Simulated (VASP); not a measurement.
Set up this calculation in VASP 6.6.1, as the native input.

| Item | Value |
| --- | --- |
| Task | relaxation of cell and atoms |
| Functional | PBE |
| Potentials or basis | VASP PAW PBE potentials, release 64 (Cd, S) |
| Cutoff | 600 eV |
| k mesh | 13 × 13 × 13 |
| Occupations | fermi-dirac, width 0.1 eV |
| Spin | no spin polarisation |
| Target pressure | 0.0098 GPa |
| Dipole correction | no |
| Further INCAR settings | ALGO = Normal; EDIFF = 1e-06; IBRION = 2; EDIFFG = -0.005; NSW = 60; ISIF = 3 |

The structure of CdS (rocksalt type) lies in POSCAR:

```
CdS
1.0
    0.0000000000      2.7474169604      2.7474169604
    2.7474169604      0.0000000000      2.7474169604
    2.7474169604      2.7474169604      0.0000000000
Cd S
1 1
Direct
    0.0000000000      0.0000000000      0.0000000000
    0.5000000000      0.5000000000      0.5000000000
```

One way to write it, as run:

INCAR

```
PREC = Accurate ; ENCUT = 600
EDIFF = 1E-6 ; ISMEAR = -1
SIGMA = 0.1 ; LREAL = F
LASPH = T ; NELM = 60
ALGO = Normal ; ISIF = 3
LWAVE = F ; LCHARG = F
GGA = PE ; IBRION = 2
NSW = 60 ; EDIFFG = -0.005
PSTRESS = 0.098
```

KPOINTS

```
regular mesh
0
Gamma
  13 13 13
```

Potentials or basis: VASP PAW PBE potentials, release 64 (Cd, S).

The run is started by

```bash
$ cat potpaw_PBE.64/Cd/POTCAR potpaw_PBE.64/S/POTCAR > POTCAR
$ mpirun -np 1 vasp_std > vasp.out
```

It gave:

The relaxed volume is 20.84 Å³/atom, the relaxed cell is a = 3.892 Å, b = 3.892 Å, c = 3.892 Å, α = 60.00°, β = 60.00°, γ = 60.00° and the space group after relaxing (to 0.1 Å) is Fm-3m (No. 225). The energy change on relaxing (the run minimises the enthalpy) is -0.1 meV/atom, the ionic steps are 3 and the pressure after relaxing is 0.0 GPa. The band gap on the k mesh is 0.33 eV (least direct gap 1.54 eV).

Caveat: the cell is relaxed towards a set pressure, so the run minimises the enthalpy, not the energy; semilocal functionals underestimate gaps, and a narrow one can read as zero; an odd mesh through Γ misses points on the zone boundary, where band edges can lie.

It took 110 s on 1 thread of Intel Xeon 8259CL, with other jobs on the host, peak memory 0.23 GiB.
